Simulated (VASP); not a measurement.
Runs of VASP 6.6.1 on Hg. The structure is that of space group Im-3m (No. 229), or close to it. The cells are those of the table. 

| task | level | spin | cell | k mesh | smearing | gap on the mesh (eV) | pressure (GPa) |
| --- | --- | --- | --- | --- | --- | --- | --- |
| single point | PBE | off | a = 3.207 Å, angles 110.0, 110.0, 108.3°, 1 atom | 10 × 10 × 10 | fermi-dirac 0.05 eV | none | 3.0 |
| single point | PBE | off | a = 3.230 Å, angles 110.0, 110.0, 108.3°, 1 atom | 10 × 10 × 10 | fermi-dirac 0.05 eV | none | 2.4 |
| single point | PBE | off | a = 3.338 Å, angles 110.0, 110.0, 108.3°, 1 atom | 10 × 10 × 10 | fermi-dirac 0.05 eV | none | 0.5 |
| single point | PBE | off | a = 3.317 Å, angles 110.0, 110.0, 108.3°, 1 atom | 10 × 10 × 10 | fermi-dirac 0.05 eV | none | (a) |
| relaxation of the atoms | revPBE+D4 | non-collinear, zero start, SOC | atoms relaxed from a = 3.257, b = 3.254, c = 3.283 Å, angles 108.3, 110.5, 108.9°, 1 atom | 7 × 7 × 7 | methfessel-paxton 0.1 eV | - | -1.5 |

Alike in all rows: potentials or basis VASP PAW PBE potentials, release 64 (Hg); cutoff (eV) 520.

Task: Fill in the values left out.

Result: (a) 0.9.

Caveats: spin-orbit coupling is left out, which moves the levels of the heavy elements (at least some runs); the cell stands under pressure (at least some runs); the PAW data sets were made with another functional, which shifts forces and pressure a little (at least some runs).

A k mesh can miss the band edges, and rows without SOC leave out spin-orbit coupling on Hg.

A gap of «none» marks levels without a gap at the run's occupations.
